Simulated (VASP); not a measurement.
# K (Fd-3m) in VASP: single point with LDA

Aim: the single point of K with LDA.

Everything below comes from runs of VASP 6.6.1. Logs are shortened: lines on timing, memory, paths and dates and some standing lists are left out, and cuts for length are marked.

## (1) The cell of the first run

It takes space group Fd-3m (No. 227, cubic). Conventional cell: a = 9.165 Å, b = 9.165 Å, c = 9.165 Å, α = 90.00°, β = 90.00°, γ = 90.00°. Within 5.2 Å of K (site symmetry -43m) lie 4 K at 3.97 Å.

This isn't the form of K at room conditions, which is bcc.

## (2) Single point, LDA

File INCAR:

```
SYSTEM = K
  PREC = Accurate
  ENCUT = 520
  EDIFF = 1E-7
  ISMEAR = -1
  SIGMA = 0.13605693000000002
  LREAL = .FALSE.
  LASPH = .TRUE.
  NELM = 100
  ALGO = Normal
  ISIF = 2
  LWAVE = .FALSE.
  LCHARG = .TRUE.
  GGA = CA
  LELF = .TRUE.
  LVHAR = .TRUE.
  NBANDS = 16
```

File KPOINTS:

```
regular mesh
0
G
  8 8 8
  0 0 0
```

File POSCAR:

```
K
1.0
    0.0000000000      4.5823837886      4.5823837886
    4.5823837886      0.0000000000      4.5823837886
    4.5823837886      4.5823837886      0.0000000000
K
2
Direct
    0.0000000000      0.0000000000      0.0000000000
    0.2500000000      0.2500000000      0.2500000000
```

Potentials or basis: VASP PAW LDA potentials, release 64 (K_sv).

Run with:

```sh
cat potpaw_LDA.64/K_sv/POTCAR > POTCAR
mpirun -np 1 vasp_std > vasp.out
```

OUTCAR:

```text
SYSTEM = K
   PREC = Accurate
   ENCUT = 520
   EDIFF = 1E-7
   ISMEAR = -1
   LREAL = .FALSE.
   LASPH = .TRUE.
   NELM = 100
   ISIF = 2
   GGA = CA

 ion  position               nearest neighbor table
   1  0.000  0.000  0.000-
   2  0.250  0.250  0.250-

  LATTYP: Found a face centered cubic cell.
 ALAT       =     9.1647675772

  Lattice vectors:

 A1 = (   0.0000000000,   4.5823837886,   4.5823837886)
 A2 = (   4.5823837886,   0.0000000000,   4.5823837886)
 A3 = (   4.5823837886,   4.5823837886,   0.0000000000)

Analysis of symmetry for initial positions (statically):
=====================================================================
 Subroutine PRICEL returns:
 Original cell was already a primitive cell.

 Routine SETGRP: Setting up the symmetry group for a
 face centered cubic supercell.

 Subroutine GETGRP returns: Found 48 space group operations
 (whereof 24 operations were pure point group operations)
 out of a pool of 48 trial point group operations.

The static configuration has the point symmetry T_d .
 The point group associated with its full space group is O_h .

Analysis of symmetry for dynamics (positions and initial velocities):
=====================================================================
 Subroutine PRICEL returns:
 Original cell was already a primitive cell.

 Routine SETGRP: Setting up the symmetry group for a
 face centered cubic supercell.

 Subroutine GETGRP returns: Found 48 space group operations
 (whereof 24 operations were pure point group operations)
 out of a pool of 48 trial point group operations.

The dynamic configuration has the point symmetry T_d .
 The point group associated with its full space group is O_h .

 Subroutine INISYM returns: Found 48 space group operations
 (whereof 24 operations are pure point group operations),
 and found     1 'primitive' translations

----------------------------------------------------------------------------------------

                                     Primitive cell

  volume of cell :     192.4440

  direct lattice vectors                    reciprocal lattice vectors
     0.000000000  4.582383789  4.582383789    -0.109113515  0.109113515  0.109113515
     4.582383789  0.000000000  4.582383789     0.109113515 -0.109113515  0.109113515
     4.582383789  4.582383789  0.000000000     0.109113515  0.109113515 -0.109113515

  length of vectors
     6.480469302  6.480469302  6.480469302     0.188990151  0.188990151  0.188990151

  position of ions in fractional coordinates (direct lattice)
     0.000000000  0.000000000  0.000000000
     0.250000000  0.250000000  0.250000000

  ion indices of the primitive-cell ions
   primitive index   ion index
                 1           1
                 2           2

----------------------------------------------------------------------------------------

 KPOINTS: regular mesh

Automatic generation of k-mesh.
 Grid dimensions read from file:
 generate k-points for:    8    8    8

 Generating k-lattice:

  Cartesian coordinates                     Fractional coordinates (reciprocal lattice)
    -0.013639189  0.013639189  0.013639189     0.125000000  0.000000000  0.000000000
     0.013639189 -0.013639189  0.013639189     0.000000000  0.125000000  0.000000000
     0.013639189  0.013639189 -0.013639189     0.000000000  0.000000000  0.125000000

  Length of vectors
     0.023623769  0.023623769  0.023623769

  Shift w.r.t. Gamma in fractional coordinates (k-lattice)
     0.000000000  0.000000000  0.000000000

 Subroutine IBZKPT returns following result:
 ===========================================

 Found     29 irreducible k-points:

 Following reciprocal coordinates:
            Coordinates               Weight
  0.000000  0.000000  0.000000      1.000000
  0.125000  0.000000  0.000000      8.000000
  0.250000  0.000000  0.000000      8.000000
  0.375000  0.000000  0.000000      8.000000
  0.500000  0.000000  0.000000      4.000000
  0.125000  0.125000  0.000000      6.000000
[... 16 lines left out ...]
  0.500000  0.250000  0.125000     48.000000
 -0.375000  0.250000  0.125000     24.000000
 [... further k-points ...]
   k-points           NKPTS =     29   k-points in BZ     NKDIM =     29   number of bands    NBANDS=     16
   number of dos      NEDOS =    301   number of ions     NIONS =      2
   total plane-waves  NPLWV = 110592
   dimension x,y,z NGX =    48 NGY =   48 NGZ =   48
   dimension x,y,z NGXF=    96 NGYF=   96 NGZF=   96
   ions per type =               2
   NGX,Y,Z   is equivalent  to a cutoff of  12.31, 12.31, 12.31 a.u.
   NGXF,Y,Z  is equivalent  to a cutoff of  24.63, 24.63, 24.63 a.u.
 SYSTEM =  K
   PREC   = accura    normal or accurate (medium, high low for compatibility)
   ISTART =      0    job   : 0-new  1-cont  2-samecut
   ICHARG =      2    charge: 1-file 2-atom 10-const
   ISPIN  =      1    spin polarized calculation?
   LNONCOLLINEAR =      F non collinear calculations
   LSORBIT =      F    spin-orbit coupling
   LASPH  =      T    aspherical Exc in radial PAW
   ENCUT  =  520.0 eV  38.22 Ry    6.18 a.u.  12.05 12.05 12.05*2*pi/ulx,y,z
   NELM   =    100;   NELMIN=  2; NELMDL= -5     # of ELM steps
   EDIFF  = 0.1E-06   stopping-criterion for ELM
   LREAL  =      F    real-space projection
   EDIFFG = 0.1E-05   stopping-criterion for IOM
   NSW    =      0    number of steps for IOM
   IBRION =     -1    ionic relax: 0-MD 1-quasi-New 2-CG
   NFREE  =      0    steps in history (QN), initial steepest desc. (CG)
   ISIF   =      2    stress and relaxation
   ISYM   =      2    0-nonsym 1-usesym 2-fastsym
   POTIM  = 0.5000    time-step for ionic-motion
   TEBEG  =    0.0;   TEEND  =   0.0 temperature during run
   PSTRESS=    0.0 pullay stress
   NELECT =      18.0000    total number of electrons
   NUPDOWN=      -1.0000    fix difference up-down
   EMIN   =  10.00;   EMAX   =-10.00  energy-range for DOS
   EFERMI =   0.00;   METHOD = LEGACY
   ISMEAR =    -1;   SIGMA  =   0.14  broadening in eV -4-tet -1-fermi 0-gaus
   EFERMI_NEDOS =   21; number of points for ismear=-14 and -15
   IALGO  =     38    algorithm
   IMIX   =      4    mixing-type and parameters
     AMIX     =   0.40;   BMIX     =  1.00
     AMIX_MAG =   1.60;   BMIX_MAG =  1.00
  volume/ion in A,a.u.               =      96.22       649.34
  Fermi-wavevector in a.u.,A,eV,Ry     =   0.743129  1.404310  7.513691  0.552241
  Thomas-Fermi vector in A             =   1.838171
   LORBIT       =      0    0 simple, 1 ext, 2 COOP (PROOUT), +10 PAW based schemes
   GGA     = CA    functional components
   LHFCALC =     F    Hartree Fock is set to
   AEXX    =    0.0000 exact exchange contribution
   IVDW    =     0    specifies the selected vdW correction
   LEPSILON=     F    determine dielectric tensor
   LRPA    =     F    only Hartree local field effects (RPA)
 non-spin polarized calculation
  energy-cutoff  :      520.00
  volume of cell :      192.44
 maximum number of plane-waves:      5218
   NGX = 25   NGY = 25   NGZ = 25

 number of electron      18.0000002 magnetization

 Free energy of the ion-electron system (eV)
  ---------------------------------------------------
  ext. energy  EPLUGINS =         0.00000000
  ---------------------------------------------------
  free energy    TOTEN  =        -1.74679358 eV

  energy without entropy =       -1.65433673  energy(sigma->0) =       -1.70056516

 E-fermi :  -0.7588     XC(G=0):  -5.1267

 val. band max:       -0.8501773488   @ k =   0.5000   0.0000   0.0000
 cond. band min:      -0.7304852534   @ k =  -0.3750   0.3750   0.0000
 fundamental gap:      0.1196920954
 Fermi energy:        -0.7587709006

 k-point     1 :       0.0000    0.0000    0.0000
  band No.  band energies     occupation
      1     -32.9971      2.00000
      2     -32.9722      2.00000
      3     -16.7473      2.00000
      4     -16.7473      2.00000
      5     -16.7473      2.00000
      6     -16.6532      2.00000
[... 8 lines left out ...]
     15       2.0365      0.00000
     16       2.0365      0.00000

 k-point     2 :       0.1250    0.0000    0.0000
  band No.  band energies     occupation
      1     -32.9964      2.00000
      2     -32.9730      2.00000
      3     -16.7489      2.00000
      4     -16.7489      2.00000
      5     -16.7470      2.00000
      6     -16.6539      2.00000
[... 8 lines left out ...]
     15       1.9760      0.00000
     16       2.1283      0.00000

 k-point     3 :       0.2500    0.0000    0.0000
  band No.  band energies     occupation
      1     -32.9945      2.00000
      2     -32.9748      2.00000
      3     -16.7526      2.00000
      4     -16.7526      2.00000
      5     -16.7463      2.00000
      6     -16.6556      2.00000
[... 8 lines left out ...]
     15       1.9237      0.00000
     16       2.3289      0.00000

 k-point     4 :       0.3750    0.0000    0.0000
  band No.  band energies     occupation
      1     -32.9921      2.00000
      2     -32.9772      2.00000
      3     -16.7561      2.00000
      4     -16.7561      2.00000
      5     -16.7455      2.00000
      6     -16.6572      2.00000
[... 8 lines left out ...]
     15       1.8936      0.00000
     16       2.5541      0.00000
[... 324 lines left out ...]
 k-point    22 :       0.3750    0.2500    0.1250
  band No.  band energies     occupation
      1     -32.9928      2.00000
      2     -32.9765      2.00000
      3     -16.7608      2.00000
      4     -16.7569      2.00000
      5     -16.7354      2.00000
      6     -16.6667      2.00000
[... 8 lines left out ...]
     15       2.1103      0.00000
     16       2.4502      0.00000

 k-point    23 :       0.5000    0.2500    0.1250
  band No.  band energies     occupation
      1     -32.9904      2.00000
      2     -32.9789      2.00000
      3     -16.7652      2.00000
      4     -16.7599      2.00000
      5     -16.7297      2.00000
      6     -16.6726      2.00000
[... 8 lines left out ...]
     15       2.1214      0.00000
     16       2.5450      0.00000

 k-point    24 :      -0.3750    0.2500    0.1250
  band No.  band energies     occupation
      1     -32.9890      2.00000
      2     -32.9803      2.00000
      3     -16.7668      2.00000
      4     -16.7613      2.00000
      5     -16.7271      2.00000
      6     -16.6754      2.00000
[... 8 lines left out ...]
     15       2.2554      0.00000
     16       2.6356      0.00000

 [... further k-points ...]

------------------------ aborting loop because EDIFF is reached ----------------------------------------

  FORCE on cell =-STRESS in cart. coord.  units (eV):
  Direction    XX          YY          ZZ          XY          YZ          ZX
  --------------------------------------------------------------------------------------
  -------------------------------------------------------------------------------------
  Total       -0.0150881     -0.0150881     -0.0150881      0.0000000     -0.0000000     -0.0000000
  in kB       -0.1256145     -0.1256145     -0.1256145      0.0000000     -0.0000000     -0.0000000
  external PRESSURE =      -0.1256145 kB  Pullay stress =       0.0000000 kB

 VOLUME and BASIS-vectors are now :
 -----------------------------------------------------------------------------
  energy-cutoff  :      520.00
  volume of cell :      192.44
      direct lattice vectors                 reciprocal lattice vectors
     0.000000000  4.582383789  4.582383789    -0.109113515  0.109113515  0.109113515
     4.582383789  0.000000000  4.582383789     0.109113515 -0.109113515  0.109113515
     4.582383789  4.582383789  0.000000000     0.109113515  0.109113515 -0.109113515

 POSITION                                       TOTAL-FORCE (eV/Angst)
 -----------------------------------------------------------------------------------
      0.00000      0.00000      0.00000        -0.000000     -0.000000     -0.000000
      2.29119      2.29119      2.29119         0.000000      0.000000      0.000000
 -----------------------------------------------------------------------------------
    total drift:                               -0.000000     -0.000000     -0.000000

  FREE ENERGIE OF THE ION-ELECTRON SYSTEM (eV)
  ---------------------------------------------------
  free  energy   TOTEN  =        -1.7467935846 eV

  energy  without entropy=       -1.6543367305  energy(sigma->0) =       -1.70056516
```

It took 1.9 min on 1 thread of Intel Xeon Platinum 8375C at 2.90GHz (Ice Lake), shared host; peak memory 0.27 GiB.

Results:

```
Free energy            : -1.7468 eV
Pressure               : 0.0 GPa
Band gap on the k mesh : zero (bands 9 and 10 overlap by 0.37 eV)
```

The gap in the log of VASP goes by the Fermi energy; the results here count the filled bands.